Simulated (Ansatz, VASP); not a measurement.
Two plane-wave programs on BaReTe2

```
CELL_PARAMETERS angstrom
4.07946 0.00000 0.00000
-2.03973 3.53291 0.00000
0.00000 0.00000 8.10295
ATOMIC_POSITIONS crystal
Ba 0.00000 0.00000 0.50000
Re 0.33333 0.66667 0.00000
Te 0.66667 0.33333 0.18527
Te 0.66667 0.33333 0.81473
```

Alike in both runs: task relaxation of cell and atoms; functional PBE; k mesh 15 × 15 × 6; occupations gaussian, width 0.1 eV; no spin polarisation.

|  | VASP | Ansatz |
| --- | --- | --- |
| version | VASP 6.6.1 | Ansatz 0.2.0 |
| potentials or method | VASP PAW PBE potentials, release 64 (Ba_sv, Re, Te), cutoff 600 eV | scalar-relativistic, plane waves, PAW |
| valence electrons in the cell | 29 | 57 |

Ansatz gave:

* gap on the k mesh at the Fermi level, each at its own relaxed structure (eV): none
* relaxed volume (Å³/atom): 29.09
* relaxed cell length with the largest relative difference (Å): 8.023

What did VASP give for the same quantities?

gap on the k mesh at the Fermi level, each at its own relaxed structure (eV): none; relaxed volume (Å³/atom): 29.34; relaxed cell length with the largest relative difference (Å): 8.136.

A gap of «none» marks a metal or a gap that the smearing closes. VASP's potentials hold 29 valence electrons a cell and Ansatz's 57, so a difference there can come from the potentials and not from the codes.

Spin-orbit coupling is off throughout.
